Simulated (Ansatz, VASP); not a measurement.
# AlN in VASP and in Ansatz

The input POSCAR:

```
AlN
1.0
    3.1110021516      0.0000000000      0.0000000000
   -1.5555010758      2.6942068945      0.0000000000
    0.0000000000      0.0000000000      4.9780000000
Al N
2 2
Direct
    0.3333333333      0.6666666667      0.0000000000
    0.6666666667      0.3333333333      0.5000000000
    0.3482514077      0.8893667129      0.3850000000
    0.6666666667      0.3333333333      0.8850000000
```

Contents of INCAR.step1:

```
ALGO = Normal
EDIFF = 1E-4
ENCUT = 520
GGA = PE
ISMEAR = 0
LASPH = T
LCHARG = F
LREAL = F
LWAVE = T
NBANDS = 16
NELM = 60
PREC = Accurate
SIGMA = 0.05
```

File INCAR.step2:

```
ALGO = Normal
EDIFF = 1E-6
ENCUT = 520
ISIF = 2
ISMEAR = 0
ISTART = 1
LASPH = T
LCHARG = F
LMIXTAU = T
LREAL = F
LWAVE = F
METAGGA = R2SCAN
NBANDS = 16
NELM = 60
PREC = Accurate
SIGMA = 0.05
```

KPOINTS

```
k-points
0
Gamma
  12 12 6
```

Input for Ansatz:

```yaml
crystal:
  lattice:
    - [3.1110021516, 0.0, 0.0]
    - [-1.5555010758, 2.6942068945, 0.0]
    - [0.0, 0.0, 4.978]
  atoms:
    - { symbol: Al, position: [0.3333333333, 0.6666666667, 0.0] }
    - { symbol: Al, position: [0.6666666667, 0.3333333333, 0.5] }
    - { symbol: "N", position: [0.3482514077, 0.8893667129, 0.385] }
    - { symbol: "N", position: [0.6666666667, 0.3333333333, 0.885] }
basis:
  ecutwfc: 500
kpoints:
  mp_grid: { grid: [12, 12, 6] }
hamiltonian:
  xc: r2scan
scf:
  occupations: { method: gaussian, width: 0.05 }
output:
  forces: true
  stress: true
  eigenvalues: true
```

Alike in both runs: task single point; functional r2SCAN; k mesh 12 × 12 × 6; occupations gaussian, width 0.05 eV; no spin polarisation.

```csv
,VASP,Ansatz
version,VASP 6.6.1,Ansatz 0.2.0
potentials or method,"VASP PAW PBE potentials, release 64 (Al, N), cutoff 520 eV","scalar-relativistic, plane waves, PAW"
valence electrons in the cell,16,16
```

|  | VASP | Ansatz | Ansatz less VASP |
| --- | --- | --- | --- |
| gap on the k mesh at the Fermi level (eV) | 3.79 | 3.79 | 0.000 |
| least direct gap on the mesh (eV) | 3.79 | 3.79 | 0.000 |
| rms of the force components (eV/Å) | 12.273 | 12.388 | +0.1155 |

VASP's potentials were made for PBE, not for r2SCAN. Atom by atom the forces differ by 0.116 eV/Å (rms over components). The functional is the same, so the differences come from potentials, cutoffs and numerics.
